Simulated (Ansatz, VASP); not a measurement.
## AlNi: VASP beside Ansatz

INCAR

```
  ALGO = Normal
  EDIFF = 1E-6
  ENCUT = 600
  GGA = PS
  GGA_COMPAT = F
  ISIF = 2
  ISMEAR = 0
  LASPH = T
  LCHARG = T
  LELF = T
  LREAL = F
  LVHAR = T
  LWAVE = F
  NBANDS = 14
  NELM = 120
  PREC = Accurate
  SIGMA = 0.15
```

KPOINTS

```
k-points
0
Gamma
  20 20 20
```

Contents of POSCAR:

```
AlNi
1.0
    2.8621655520      0.0000000000      0.0000000000
    0.0000000000      2.8621655520      0.0000000000
    0.0000000000      0.0000000000      2.8621655520
Al Ni
1 1
Direct
    0.0000000000      0.0000000000      0.0000000000
    0.3427763902      0.5000000000      0.3427763902
```

Input for Ansatz:

```yaml
crystal:
  lattice:
    - [2.862165552, 0.0, 0.0]
    - [0.0, 2.862165552, 0.0]
    - [0.0, 0.0, 2.862165552]
  atoms:
    - { symbol: Al, position: [0.0, 0.0, 0.0] }
    - { symbol: Ni, position: [0.3427763902, 0.5, 0.3427763902] }
basis:
  ecutwfc: 420
kpoints:
  mp_grid: { grid: [20, 20, 20] }
hamiltonian:
  xc: pbesol
scf:
  occupations: { method: gaussian, width: 0.15 }
output:
  forces: true
  stress: true
  eigenvalues: true
```

Alike in both runs: task single point; functional PBEsol; k mesh 20 × 20 × 20; occupations gaussian, width 0.15 eV; no spin polarisation.

```csv
,VASP,Ansatz
version,VASP 6.6.1,Ansatz 0.2.0
potentials or method,"VASP PAW PBE potentials, release 64 (Al, Ni), cutoff 600 eV","scalar-relativistic, plane waves, PAW"
valence electrons in the cell,13,21
```

|  | VASP | Ansatz | Ansatz less VASP |
| --- | --- | --- | --- |
| gap on the k mesh at the Fermi level (eV) | none | none | - |
| rms of the force components (eV/Å) | 3.716 | 3.687 | -0.0297 |

VASP's potentials were made for PBE, not for PBEsol. Atom by atom the forces differ by 0.030 eV/Å (rms over components). A gap of «none» marks a metal or a gap that the smearing closes. VASP's potentials hold 13 valence electrons a cell and Ansatz's 21, so a difference there can come from the potentials and not from the codes.
